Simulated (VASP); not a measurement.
Wanted: the native input for a VASP 6.6.1 run.

| Quantity | Value |
| --- | --- |
| Task | single point |
| Functional | PBE |
| Potentials or basis | VASP PAW PBE potentials, release 64 (Zr_sv, B) |
| Cutoff | 520 eV |
| k mesh | 10 × 10 × 7 |
| Occupations | gaussian, width 0.024 eV |
| Spin | no spin polarisation |
| Dipole correction | no |
| Further INCAR settings | ALGO = Normal; EDIFF = 1e-07; NBANDS = 14 |

The structure of ZrB lies in POSCAR:

```
ZrB
1.0
    1.9614334600     -1.9857162700      0.0000000000
    1.9614334600      1.9857162700      0.0000000000
    0.0000000000      0.0000000000      4.0139456300
Zr B
1 1
Direct
    0.0000000000      0.0000000000      0.5000000000
    0.5000000000      0.5000000000      0.5000000000
```

The input as run:

INCAR

```
PREC = Accurate
ENCUT = 520
EDIFF = 1E-7
ISMEAR = 0
SIGMA = 0.024
LREAL = F
LASPH = T
NELM = 60
ALGO = Normal
ISIF = 2
LWAVE = F
LCHARG = F
GGA = PE
NBANDS = 14
```

KPOINTS

```
regular mesh
0
Gamma
  10 10 7
```

Potentials or basis: VASP PAW PBE potentials, release 64 (Zr_sv, B).

Run with:

```bash
$ cat potpaw_PBE.64/Zr_sv/POTCAR potpaw_PBE.64/B/POTCAR > POTCAR
$ mpirun -np 1 vasp_std > vasp.out
```

It gave:

```yaml
Pressure: 76.5 GPa
```

Run time: 72 s on 1 thread of AMD EPYC 7R43 64-Core Processor (Zen 3), on a shared host, peak memory 0.15 GiB.
